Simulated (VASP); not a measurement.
## Os: single point with BHLYP

Crystal: Os.

```xyz
2
Lattice="2.7701 0.0000 0.0000 -1.3850 2.3990 0.0000 0.0000 0.0000 4.3765" Properties=species:S:1:pos:R:3 pbc="T T T"
Os    1.3850    0.7997    3.2824
Os    0.0000    1.5993    1.0941
```

```
Program             : VASP 6.6.1
Task                : single point
Functional          : BHLYP
Potentials or basis : VASP PAW PBE potentials, release 64 (Os)
Cutoff              : 520 eV
k mesh              : 6 × 6 × 3
Occupations         : fermi-dirac, width 0.05 eV
Spin                : no spin polarisation
```

- Pressure: -14.4 GPa
- Band gap on the k mesh: zero (bands 8 and 9 overlap by 6.57 eV)

Stress tensor (GPa, compression positive):
```
-11.47   0.00   0.00
  0.00 -11.47   0.00
  0.00   0.00 -20.30
```

Levels at points of the mesh, in eV from the Fermi level:
```tsv
k point	band 4	band 5	band 6	band 7	band 8	band 9	band 10	band 11	band 12	band 13
(0.00, 0.00, 0.00)	-4.49	-3.94	-3.60	-3.60	-2.96	-2.96	-0.64	3.05	3.05	11.87
(0.50, 0.00, 0.00)	-5.33	-3.96	-3.90	-2.86	3.61	4.09	4.24	6.50	7.98	12.09
```

Wall time 9.6 min on 1 thread of Intel(R) Xeon(R) Platinum 8488C (Sapphire Rapids), on a shared host, peak memory 0.17 GiB.

Caveat: the k points lie up to 0.48 Å⁻¹ apart, too coarse for converged energies and pressures of a metal; the PAW data sets were made with another functional, which shifts forces and pressure a little; spin-orbit coupling is left out, which moves the levels of the heavy elements.
